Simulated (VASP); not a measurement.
A run of VASP 6.6.1 is set up as follows.

File INCAR:

```
SYSTEM = KCl
  ALGO = Normal
  EDIFF = 1E-6
  ENCUT = 520
  GGA = PS
  ISIF = 2
  ISMEAR = -1
  LASPH = .True.
  LCHARG = .False.
  LREAL = .False.
  LWAVE = .False.
  NBANDS = 15
  NELM = 80
  PREC = Accurate
  SIGMA = 0.05
```

File KPOINTS:

```
k-points
0
Gamma
  7 7 7
  0 0 0
```

Contents of POSCAR:

```
KCl
1.0
    3.7873086124      0.0000000000      0.0000000000
    0.0000000000      3.7873086124      0.0000000000
    0.0000000000      0.0000000000      3.7873086124
K Cl
1 1
Direct
    0.0000000000      0.0000000000      0.0000000000
    0.5000000000      0.5000000000      0.5000000000
```

Potentials or basis: VASP PAW PBE potentials, release 64 (K_sv, Cl).

The run is started by

```sh
$ cat potpaw_PBE.64/K_sv/POTCAR potpaw_PBE.64/Cl/POTCAR > POTCAR
$ mpirun -np 1 vasp_std > vasp.out
```

Task: Predict the pressure.

Result: -0.8 GPa.

Task: What does it give for the band gap on the k mesh?

Result: 4.81 eV, indirect (least direct gap 5.00 eV).

Caveat: the PAW data sets were made with another functional, which shifts forces and pressure a little. A k mesh can miss the band edges.
